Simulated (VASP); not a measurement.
A run of VASP 6.6.1:

File INCAR:

```
SYSTEM = Ti
ALGO = Normal ; EDIFF = 1E-6
ENCUT = 520 ; GGA = PE
ISIF = 2 ; ISMEAR = 0
LASPH = .True. ; LCHARG = .False.
LREAL = .False. ; LWAVE = .False.
NBANDS = 19 ; NELM = 100
PREC = Accurate ; SIGMA = 0.02
```

The input KPOINTS:

```
k-points
0
Gamma
  10 10 6
  0 0 0
```

File POSCAR:

```
Ti
1.0
    2.9500000000      0.0000000000      0.0000000000
   -1.4750000000      2.5547749412      0.0000000000
    0.0000000000      0.0000000000      4.6800000000
Ti
2
Direct
    0.6666666667      0.3333333333      0.7500000000
    0.3333333333      0.6666666667      0.2500000000
```

Potentials or basis: VASP PAW PBE potentials, release 64 (Ti_sv).

The run is started by

```sh
$ cat potpaw_PBE.64/Ti_sv/POTCAR > POTCAR
$ mpirun -np 1 vasp_std > vasp.out
```

Hardware: 1 thread of Intel(R) Xeon(R) Platinum 8259CL CPU @ 2.50GHz (Skylake/Cascade Lake) (shared host).

Task: Estimate the wall time of this run.

Result: It took 25 s on 1 thread of Intel(R) Xeon(R) Platinum 8259CL CPU @ 2.50GHz (Skylake/Cascade Lake) (shared host), peak memory 0.16 GiB. Counts: scf iterations 14, k points 56.
